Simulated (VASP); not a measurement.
MgB2: single point with PBE

The system is MgB2.

```
Mg B
1.0
     3.08300    0.00000    0.00000
    -1.54150    2.66996    0.00000
     0.00000    0.00000    3.52100
Mg B
1 2
Direct
  0.00000 0.00000 0.00000
  0.34500 0.66000 0.51000
  0.66667 0.33333 0.50000
```

| Property | Result |
| --- | --- |
| Program | VASP 6.6.1 |
| Task | single point |
| Functional | PBE |
| Potentials or basis | VASP PAW PBE potentials, release 64 (Mg, B) |
| Cutoff | 600 eV |
| k mesh | 3 × 3 × 3 |
| Occupations | fermi-dirac, width 0.2 eV |
| Spin | no spin polarisation |

* Pressure: -1.6 GPa
* Largest force: 0.456 eV/Å
* Band gap on the k mesh: zero (band 4 reaches 6.96 eV, above the bottom of band 5 at 4.16 eV)

Forces in eV/Å, atoms in the order of the input:
```
Mg   0.105 -0.038  0.117
B   -0.159  0.087 -0.418
B    0.054 -0.049  0.300
```

Stress tensor (GPa, compression positive):
```
-1.72 -1.80  0.14
-1.80 -3.38 -0.05
 0.14 -0.05  0.33
```

Levels at points of the mesh, in eV from the Fermi level:
```tsv
k point	band 2	band 3	band 4	band 5	band 6	band 7
(0.00, 0.00, 0.00)	-3.75	-0.69	-0.10	0.81	5.13	5.87
```

It took 12 s on 1 thread of Intel Xeon 8259CL (shared host), peak memory 0.15 GiB.

Caveat: the k points lie up to 0.78 Å⁻¹ apart.
